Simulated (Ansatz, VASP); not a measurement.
## Nb: VASP beside Ansatz

```xyz
1
Lattice="0.0000 2.1079 2.1079 2.1079 0.0000 2.1079 2.1079 2.1079 0.0000" Properties=species:S:1:pos:R:3 pbc="T T T"
Nb    0.0000    0.0000    0.0000
```

Change from the starting cell: volume scaled by 0.99, crystal datasets.

Alike in both runs: task electric field gradients; functional LDA; k mesh 13 × 13 × 13; occupations fermi-dirac, width 0.03 eV; no spin polarisation.

```csv
,VASP,Ansatz
version,VASP 6.6.1,Ansatz 0.2.0
potentials or method,"VASP PAW LDA potentials, release 64 (Nb_sv), cutoff 520 eV","all-electron PAW with datasets made for the crystal, scalar-relativistic"
```

|  | VASP | Ansatz | Ansatz less VASP |
| --- | --- | --- | --- |
| pressure (GPa) | -8.9 | -8.8 | +0.10 |

LDA's correlation is that of Perdew and Zunger in VASP and of Perdew and Wang (1992) in Ansatz. Ansatz ran all-electron here, and VASP with PAW potentials.
